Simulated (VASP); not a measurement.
Set up this calculation in VASP 6.6.1, as the native input.

- Task: single point
- Functional: PBE
- Potentials or basis: VASP PAW PBE potentials, release 64 (As, Ga_d, H)
- Cutoff: 520 eV
- k mesh: 7 × 7 × 1
- Occupations: gaussian, width 0.05 eV
- Spin: collinear spin, ferromagnetic start
- Starting moments: [0.0, 0.0, 0.0, 0.0, 1.0] μB
- Dipole correction: yes
- Further INCAR settings: ALGO = Normal; EDIFF = 1e-06; NBANDS = 30

The structure of Ga2As2H lies in POSCAR:

```
Ga2As2H
1.0
    4.0629609257      0.0000000000      0.0000000000
    0.0000000000      4.0629609257      0.0000000000
    0.0000000000      0.0000000000     19.8904986560
As Ga H
2 2 1
Direct
    0.0000000000      0.5000000000      0.2011010417
    0.5000000000      0.0000000000      0.3511019680
    0.5000000000      0.5000000000      0.2733201266
    0.0000000000      0.0000000000      0.4218345051
    0.5000000000      0.5000000000      0.3661836153
```

The input as run:

INCAR

```
SYSTEM = Ga2As2H
PREC = Accurate
ENCUT = 520
EDIFF = 1E-6
ISMEAR = 0
SIGMA = 0.05
LREAL = .FALSE.
LASPH = .TRUE.
NELM = 150
ALGO = Normal
ISIF = 2
LWAVE = .FALSE.
LCHARG = .TRUE.
ISPIN = 2
MAGMOM = 0 0 0 0 1
LORBIT = 11
LDIPOL = .TRUE.
IDIPOL = 3
DIPOL = 0.5 0.5 0.323
GGA = PE
LELF = .TRUE.
LVHAR = .TRUE.
LVACPOTAV = .TRUE.
NBANDS = 30
```

KPOINTS

```
Automatic mesh
0
G
  7 7 1
  0 0 0
```

Potentials or basis: VASP PAW PBE potentials, release 64 (As, Ga_d, H).

Run with:

```console
$ cat potpaw_PBE.64/As/POTCAR potpaw_PBE.64/Ga_d/POTCAR potpaw_PBE.64/H/POTCAR > POTCAR
$ mpirun -np 1 vasp_std > vasp.out
```

It gave:

```yaml
Largest_force: 1.470 eV/Å
Net_moment: 0.00 μB per cell
Valence_electrons_inside_the_program's_atomic_spheres: As 2.65, 2.78; Ga 11.63, 11.54; H 0.48
```

Run time: 3.9 min on 1 thread of Intel(R) Xeon(R) 6975P-C (Granite Rapids) (shared host), peak memory 0.61 GiB.
